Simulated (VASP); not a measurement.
# BaTiO3 (Cm) in VASP: notebook

The runs below take BaTiO3 through single point, with PBEsol.

Everything below comes from runs of VASP 6.6.1. Logs are shortened: lines on timing, memory, paths and dates and some standing lists are left out, and cuts for length are marked.

## (1) The cell of the first run

The structure is monoclinic, space group Cm (No. 8). Conventional cell: a = 5.573 Å, b = 5.741 Å, c = 4.019 Å, α = 90.00°, β = 92.45°, γ = 90.00°. Ba (site symmetry m) has 12 O at 2.75 to 2.92 Å and 8 Ti at 3.33 to 3.55 Å within 3.6 Å. Ti (site symmetry m) has 6 O at 1.87 to 2.15 Å within 2.5 Å. O (site symmetry m) has 2 Ti at 1.87 to 2.15 Å within 2.5 Å. Within 3.0 Å of O (site symmetry 1) lie 2 Ti at 2.00 to 2.01 Å and 4 Ba at 2.75 to 2.92 Å and 8 O at 2.79 to 2.88 Å.

## (2) Single point, PBEsol (equal xy, yz and zx shear strains of -3 %)

INCAR

```
PREC     = Accurate       # precision mode
ENCUT    = 520            # plane-wave cutoff, eV
EDIFF    = 1E-6           # SCF threshold, eV
ISMEAR   = -1             # smearing method
SIGMA    = 0.08           # smearing width, eV
LREAL    = F              # projectors in reciprocal space
LASPH    = T              # aspherical terms in the spheres
NELM     = 100            # most SCF steps
ALGO     = Normal         # electronic algorithm
ISIF     = 2              # what is computed and relaxed
LWAVE    = F              # write WAVECAR
LCHARG   = F              # write CHGCAR
GGA      = PS             # functional
NBANDS   = 28             # bands
```

KPOINTS

```
regular mesh
0
Gamma
  7 7 7
```

POSCAR

```
BaTiO3
1.0
    3.9998000000     -0.0599970000     -0.0599970000
   -0.0599970000      3.9998000000     -0.0599970000
   -0.0602700000     -0.0602700000      4.0180000000
Ba Ti O
1 1 3
Direct
    0.0000000000      0.0000000000      0.0000000000
    0.5000000000      0.5000000000      0.4820000000
    0.5000000000      0.5000000000      0.0160000000
    0.5000000000      0.0000000000      0.5150000000
    0.0000000000      0.5000000000      0.5150000000
```

Potentials or basis: VASP PAW PBE potentials, release 64 (Ba_sv, Ti_sv, O).

The run is started by

```sh
$ cat potpaw_PBE.64/Ba_sv/POTCAR potpaw_PBE.64/Ti_sv/POTCAR potpaw_PBE.64/O/POTCAR > POTCAR
$ mpirun -np 1 vasp_std > vasp.out
```

OUTCAR:

```text
PREC = Accurate
   ENCUT = 520
   EDIFF = 1E-6
   ISMEAR = -1
   LREAL = F
   LASPH = T
   NELM = 100
   ISIF = 2
   GGA = PS

 ion  position               nearest neighbor table
   1  0.000  0.000  0.000-   5 2.75   4 2.75   3 2.78   3 2.79   5 2.83   4 2.83   4 2.84   5 2.84
                             3 2.87   3 2.87   4 2.92   5 2.92   2 3.33   2 3.41   2 3.46   2 3.46
   2  0.500  0.500  0.482-   3 1.87   4 2.00   5 2.00   4 2.01   5 2.01   3 2.15   1 3.33   1 3.41
                             1 3.46   1 3.46   1 3.46   1 3.55   1 3.55   1 3.55
   3  0.500  0.500  0.016-   2 1.87   2 2.15   1 2.78   1 2.79   1 2.87   1 2.87
   4  0.500  0.000  0.515-   2 2.00   2 2.01   1 2.75   1 2.83   1 2.84   1 2.92
   5  0.000  0.500  0.515-   2 2.00   2 2.01   1 2.75   1 2.83   1 2.84   1 2.92

  LATTYP: Found a base centered monoclinic cell.
 ALAT       =     5.5730147961
 B/A-ratio  =     1.0302179678
 C/A-ratio  =     1.2076462749
 COS(beta)  =    -0.8025412022

  Lattice vectors:

 A1 = (  -3.9998000000,   0.0599970000,   0.0599970000)
 A2 = (   0.0599970000,  -3.9998000000,   0.0599970000)
 A3 = (   3.8795330000,   3.8795330000,   3.8980060000)

Analysis of symmetry for initial positions (statically):
=====================================================================
 Subroutine PRICEL returns:
 Original cell was already a primitive cell.

 Routine SETGRP: Setting up the symmetry group for a
 base centered monoclinic supercell.

 Subroutine GETGRP returns: Found  2 space group operations
 (whereof  2 operations were pure point group operations)
 out of a pool of  4 trial point group operations.

The static configuration has the point symmetry C_1h.

Analysis of symmetry for dynamics (positions and initial velocities):
=====================================================================
 Subroutine PRICEL returns:
 Original cell was already a primitive cell.

 Routine SETGRP: Setting up the symmetry group for a
 base centered monoclinic supercell.

 Subroutine GETGRP returns: Found  2 space group operations
 (whereof  2 operations were pure point group operations)
 out of a pool of  4 trial point group operations.

The dynamic configuration has the point symmetry C_1h.

 Subroutine INISYM returns: Found  2 space group operations
 (whereof  2 operations are pure point group operations),
 and found     1 'primitive' translations

----------------------------------------------------------------------------------------

                                     Primitive cell

  volume of cell :      64.2377

  direct lattice vectors                    reciprocal lattice vectors
     3.999800000 -0.059997000 -0.059997000     0.250126772  0.003809037  0.003809037
    -0.059997000  3.999800000 -0.059997000     0.003809037  0.250126772  0.003809037
    -0.060270000 -0.060270000  4.018000000     0.003791784  0.003791784  0.248993793

  length of vectors
     4.000699854  4.000699854  4.018903948     0.250184771  0.250184771  0.249051530

  position of ions in fractional coordinates (direct lattice)
     0.000000000  0.000000000  0.000000000
     0.500000000  0.500000000  0.482000000
     0.500000000  0.500000000  0.016000000
     0.500000000  0.000000000  0.515000000
     0.000000000  0.500000000  0.515000000

  ion indices of the primitive-cell ions
   primitive index   ion index
                 1           1
                 2           2
                 3           3
                 4           4
                 5           5

----------------------------------------------------------------------------------------

 KPOINTS: regular mesh

Automatic generation of k-mesh.
 Grid dimensions read from file:
 generate k-points for:    7    7    7

 Generating k-lattice:

  Cartesian coordinates                     Fractional coordinates (reciprocal lattice)
     0.035732396  0.000544148  0.000544148     0.142857143  0.000000000  0.000000000
     0.000544148  0.035732396  0.000544148     0.000000000  0.142857143  0.000000000
     0.000541683  0.000541683  0.035570542     0.000000000  0.000000000  0.142857143

  Length of vectors
     0.035740682  0.035740682  0.035578790

  Shift w.r.t. Gamma in fractional coordinates (k-lattice)
     0.000000000  0.000000000  0.000000000

 Subroutine IBZKPT returns following result:
 ===========================================

 Found    100 irreducible k-points:

 Following reciprocal coordinates:
            Coordinates               Weight
  0.000000  0.000000  0.000000      1.000000
  0.142857 -0.000000  0.000000      4.000000
  0.285714 -0.000000  0.000000      4.000000
  0.428571 -0.000000  0.000000      4.000000
  0.142857  0.142857  0.000000      2.000000
  0.285714  0.142857  0.000000      4.000000
[... 16 lines left out ...]
 -0.142857  0.000000  0.142857      4.000000
  0.142857  0.142857  0.142857      2.000000
 [... further k-points ...]
   k-points           NKPTS =    100   k-points in BZ     NKDIM =    100   number of bands    NBANDS=     28
   number of dos      NEDOS =    301   number of ions     NIONS =      5
   total plane-waves  NPLWV =  27000
   dimension x,y,z NGX =    30 NGY =   30 NGZ =   30
   dimension x,y,z NGXF=    60 NGYF=   60 NGZF=   60
   ions per type =               1   1   3
   NGX,Y,Z   is equivalent  to a cutoff of  12.47, 12.47, 12.41 a.u.
   NGXF,Y,Z  is equivalent  to a cutoff of  24.93, 24.93, 24.82 a.u.
 SYSTEM =  unknown system
   PREC   = accura    normal or accurate (medium, high low for compatibility)
   ISTART =      0    job   : 0-new  1-cont  2-samecut
   ICHARG =      2    charge: 1-file 2-atom 10-const
   ISPIN  =      1    spin polarized calculation?
   LNONCOLLINEAR =      F non collinear calculations
   LSORBIT =      F    spin-orbit coupling
   LASPH  =      T    aspherical Exc in radial PAW
   ENCUT  =  520.0 eV  38.22 Ry    6.18 a.u.   7.44  7.44  7.47*2*pi/ulx,y,z
   NELM   =    100;   NELMIN=  2; NELMDL= -5     # of ELM steps
   EDIFF  = 0.1E-05   stopping-criterion for ELM
   LREAL  =      F    real-space projection
   EDIFFG = 0.1E-04   stopping-criterion for IOM
   NSW    =      0    number of steps for IOM
   IBRION =     -1    ionic relax: 0-MD 1-quasi-New 2-CG
   NFREE  =      0    steps in history (QN), initial steepest desc. (CG)
   ISIF   =      2    stress and relaxation
   ISYM   =      2    0-nonsym 1-usesym 2-fastsym
   POTIM  = 0.5000    time-step for ionic-motion
   TEBEG  =    0.0;   TEEND  =   0.0 temperature during run
   PSTRESS=    0.0 pullay stress
   NELECT =      40.0000    total number of electrons
   NUPDOWN=      -1.0000    fix difference up-down
   EMIN   =  10.00;   EMAX   =-10.00  energy-range for DOS
   EFERMI =   0.00;   METHOD = LEGACY
   ISMEAR =    -1;   SIGMA  =   0.08  broadening in eV -4-tet -1-fermi 0-gaus
   EFERMI_NEDOS =   21; number of points for ismear=-14 and -15
   IALGO  =     38    algorithm
   IMIX   =      4    mixing-type and parameters
     AMIX     =   0.40;   BMIX     =  1.00
     AMIX_MAG =   1.60;   BMIX_MAG =  1.00
  volume/ion in A,a.u.               =      12.85        86.70
  Fermi-wavevector in a.u.,A,eV,Ry     =   1.397971  2.641782 26.590165  1.954322
  Thomas-Fermi vector in A             =   2.521175
   LORBIT       =      0    0 simple, 1 ext, 2 COOP (PROOUT), +10 PAW based schemes
   GGA     = PS    functional components
   LHFCALC =     F    Hartree Fock is set to
   AEXX    =    0.0000 exact exchange contribution
   IVDW    =     0    specifies the selected vdW correction
   LEPSILON=     F    determine dielectric tensor
   LRPA    =     F    only Hartree local field effects (RPA)
 non-spin polarized calculation
  energy-cutoff  :      520.00
  volume of cell :       64.24
 maximum number of plane-waves:      1750
 NGX is ok and might be reduce to    30
   NGX = 15   NGY = 15   NGZ = 15

 number of electron      39.9999966 magnetization

 Free energy of the ion-electron system (eV)
  ---------------------------------------------------
  ext. energy  EPLUGINS =         0.00000000
  ---------------------------------------------------
  free energy    TOTEN  =       -41.92124436 eV

  energy without entropy =      -41.92124248  energy(sigma->0) =      -41.92124342

 E-fermi :   4.6273     XC(G=0): -11.5015

 val. band max:        3.6534923211   @ k =   0.4286   0.4286   0.4286
 cond. band min:       5.4169646711   @ k =   0.0000   0.0000   0.0000
 fundamental gap:      1.7634723500
 Fermi energy:         4.6273158363

 k-point     1 :       0.0000    0.0000    0.0000
  band No.  band energies     occupation
      1     -52.6012      2.00000
      2     -28.9770      2.00000
      3     -28.9299      2.00000
      4     -28.9118      2.00000
      5     -21.1010      2.00000
      6     -13.1363      2.00000
[... 20 lines left out ...]
     27       8.6331      0.00000
     28      10.7692      0.00000

 k-point     2 :       0.1429   -0.0000    0.0000
  band No.  band energies     occupation
      1     -52.6010      2.00000
      2     -28.9776      2.00000
      3     -28.9351      2.00000
      4     -28.9155      2.00000
      5     -21.0783      2.00000
      6     -13.1566      2.00000
[... 20 lines left out ...]
     27       9.0199      0.00000
     28      11.2475      0.00000

 k-point     3 :       0.2857   -0.0000    0.0000
  band No.  band energies     occupation
      1     -52.6006      2.00000
      2     -28.9811      2.00000
      3     -28.9501      2.00000
      4     -28.9179      2.00000
      5     -21.0262      2.00000
      6     -13.2594      2.00000
[... 20 lines left out ...]
     27       9.9949      0.00000
     28      11.9563      0.00000

 k-point     4 :       0.4286   -0.0000    0.0000
  band No.  band energies     occupation
      1     -52.6002      2.00000
      2     -28.9886      2.00000
      3     -28.9592      2.00000
      4     -28.9181      2.00000
      5     -20.9835      2.00000
      6     -13.3736      2.00000
[... 20 lines left out ...]
     27      10.9698      0.00000
     28      11.8682      0.00000

 k-point     5 :       0.1429    0.1429    0.0000
  band No.  band energies     occupation
      1     -52.6008      2.00000
      2     -28.9783      2.00000
      3     -28.9377      2.00000
      4     -28.9216      2.00000
      5     -21.0557      2.00000
      6     -13.1616      2.00000
[... 20 lines left out ...]
     27       9.3793      0.00000
     28      11.4527      0.00000

 k-point     6 :       0.2857    0.1429    0.0000
  band No.  band energies     occupation
      1     -52.6004      2.00000
      2     -28.9817      2.00000
      3     -28.9498      2.00000
      4     -28.9268      2.00000
      5     -21.0067      2.00000
      6     -13.2158      2.00000
[... 463 lines left out ...]
      5     -20.9701      2.00000
      6     -13.2738      2.00000
[... 20 lines left out ...]
     27      11.3303      0.00000
     28      12.1952      0.00000

 k-point    22 :      -0.2857   -0.0000    0.1429
  band No.  band energies     occupation
      1     -52.6004      2.00000
      2     -28.9869      2.00000
      3     -28.9530      2.00000
      4     -28.9178      2.00000
      5     -21.0108      2.00000
      6     -13.1804      2.00000
[... 20 lines left out ...]
     27      10.3411      0.00000
     28      12.2219      0.00000

 k-point    23 :      -0.1429    0.0000    0.1429
  band No.  band energies     occupation
      1     -52.6009      2.00000
      2     -28.9853      2.00000
      3     -28.9366      2.00000
      4     -28.9151      2.00000
      5     -21.0591      2.00000
      6     -13.1264      2.00000
[... 20 lines left out ...]
     27       9.3765      0.00000
     28      11.5872      0.00000

 k-point    24 :       0.1429    0.1429    0.1429
  band No.  band energies     occupation
      1     -52.6006      2.00000
      2     -28.9861      2.00000
      3     -28.9392      2.00000
      4     -28.9212      2.00000
      5     -21.0344      2.00000
      6     -13.1258      2.00000
[... 20 lines left out ...]
     27       9.7245      0.00000
     28      11.3910      0.00000

 [... further k-points ...]

------------------------ aborting loop because EDIFF is reached ----------------------------------------

  FORCE on cell =-STRESS in cart. coord.  units (eV):
  Direction    XX          YY          ZZ          XY          YZ          ZX
  --------------------------------------------------------------------------------------
  -------------------------------------------------------------------------------------
  Total       -0.8164608     -0.8164608     -0.1861208      1.5100911      1.4559358      1.4559356
  in kB      -20.3636500    -20.3636500     -4.6421075     37.6637376     36.3130306     36.3130265
  external PRESSURE =     -15.1231359 kB  Pullay stress =       0.0000000 kB

 VOLUME and BASIS-vectors are now :
 -----------------------------------------------------------------------------
  energy-cutoff  :      520.00
  volume of cell :       64.24
      direct lattice vectors                 reciprocal lattice vectors
     3.999800000 -0.059997000 -0.059997000     0.250126772  0.003809037  0.003809037
    -0.059997000  3.999800000 -0.059997000     0.003809037  0.250126772  0.003809037
    -0.060270000 -0.060270000  4.018000000     0.003791784  0.003791784  0.248993793

 POSITION                                       TOTAL-FORCE (eV/Angst)
 -----------------------------------------------------------------------------------
      0.00000      0.00000      0.00000        -0.002917     -0.002917     -0.081137
      1.94085      1.94085      1.87668         0.069384      0.069384      0.034723
      1.96894      1.96894      0.00429        -0.033155     -0.033155      0.371940
      1.96886     -0.06104      2.03927        -0.028460     -0.004852     -0.162763
     -0.06104      1.96886      2.03927        -0.004852     -0.028460     -0.162763
 -----------------------------------------------------------------------------------
    total drift:                                0.000119      0.000119     -0.000380

  FREE ENERGIE OF THE ION-ELECTRON SYSTEM (eV)
  ---------------------------------------------------
  free  energy   TOTEN  =       -41.9212443566 eV

  energy  without entropy=      -41.9212424756  energy(sigma->0) =      -41.92124342
```

Run time: 98 s. Hardware: 1 thread of AMD EPYC 9R45 (Zen 5), shared host; peak memory 0.27 GiB.

Results:

```yaml
Free_energy: -41.9212 eV
Pressure: -1.5 GPa
Largest_force: 0.375 eV/Å
Band_gap_on_the_k_mesh: 1.76 eV (least direct gap 1.87 eV)
```

Forces on the atoms (eV/Å):
```
Ba  -0.003 -0.003 -0.081
Ti   0.069  0.069  0.035
O   -0.033 -0.033  0.372
O   -0.028 -0.005 -0.163
O   -0.005 -0.028 -0.163
```

Stress tensor (GPa, compression positive):
```
-2.04  3.77  3.63
 3.77 -2.04  3.63
 3.63  3.63 -0.46
```

Caveat: the cell differs from its parent crystal (equal xy, yz and zx shear strains of -3 %); the PAW data sets were made with another functional, which shifts forces and pressure a little; spin-orbit coupling is left out, which moves the levels of the heavy elements; an odd mesh through Γ misses points on the zone boundary, where band edges can lie.

(Continued in part 2 of 2.)
